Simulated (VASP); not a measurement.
A run of VASP 6.6.1:

The input INCAR:

```
  PREC = Accurate
  ENCUT = 520
  EDIFF = 1E-6
  ISMEAR = -1
  SIGMA = 0.1
  LREAL = F
  LASPH = T
  NELM = 100
  ALGO = Normal
  ISIF = 2
  LWAVE = F
  LCHARG = T
  GGA = RP
  LELF = T
  LVHAR = T
  NBANDS = 13
```

The input KPOINTS:

```
Automatic mesh
0
Gamma
  14 14 14
```

The input POSCAR:

```
Ge
1.0
    0.0000000000      2.1570667295      2.1570667295
    2.1570667295      0.0000000000      2.1570667295
    2.1570667295      2.1570667295      0.0000000000
Ge
1
Direct
    0.0000000000      0.0000000000      0.0000000000
```

Potentials or basis: VASP PAW PBE potentials, release 64 (Ge_d).

The run is started by

```bash
$ cat potpaw_PBE.64/Ge_d/POTCAR > POTCAR
$ mpirun -np 1 vasp_std > vasp.out
```

Hardware: 1 thread of Intel(R) Xeon(R) 6975P-C (Granite Rapids), on a shared host.

Question: How long does it take, and how much memory?

Answer: Run time: 8.4 s on 1 thread of Intel(R) Xeon(R) 6975P-C (Granite Rapids), on a shared host, peak memory 0.15 GiB. Counts: scf iterations 10, k points 104.
